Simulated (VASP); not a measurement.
Crystal: NaLiICl.

```xyz
4
Lattice="4.0916 0.0000 0.0000 0.0000 4.0916 0.0000 0.0000 0.0000 6.2153" Properties=species:S:1:pos:R:3 pbc="T T T"
Na    2.0458    2.0458    3.1077
Li    0.0000    0.0000    0.0000
I     2.0458    2.0458    0.0000
Cl    0.0000    0.0000    3.1077
```

| Quantity | Value |
| --- | --- |
| Program | VASP 6.6.1 |
| Task | relaxation of cell and atoms |
| Functional | LDA |
| Potentials or basis | VASP PAW LDA potentials, release 64 (Na_pv, Li_sv, I, Cl) |
| Cutoff | 600 eV |
| k mesh | 6 × 6 × 4 |
| Occupations | fermi-dirac, width 0.1 eV |
| Spin | no spin polarisation |

At the start: pressure -2.4 GPa; volume 26.01 Å³/atom.

Task: How do energy, volume and symmetry change on relaxing?

Result: Over 7 steps the energy falls by 23.7 meV/atom and the volume is 23.17 Å³/atom (-10.9 %); space group P4/mmm (No. 123, to 0.1 Å) before and after.

Step by step:
```tsv
step	energy change (eV)	largest force (eV/Å)	pressure (GPa)	volume (Å³)
1	0.0000	0.0000	-2.39	104.05
2	-0.0682	0.0000	-1.37	98.33
3	-0.0922	0.0000	-0.15	93.39
4	-0.0924	0.0000	0.00	92.87
5	-0.0924	0.0000	-0.06	93.08
6	-0.0938	0.0000	-0.06	92.96
7	-0.0949	0.0000	-0.03	92.68
```

Final structure:
```
Na Li I Cl
1.0
     3.95713    0.00000    0.00000
     0.00000    3.95713    0.00000
     0.00000    0.00000    5.91867
Na Li I Cl
1 1 1 1
Direct
  0.50000 0.50000 0.50000
  0.00000 0.00000 0.00000
  0.50000 0.50000 0.00000
  0.00000 0.00000 0.50000
```

Caveat: the cutoff is under 1.25 times the usual one of these potentials, so pressure, stress and relaxed cells hold a basis-set (Pulay) error.
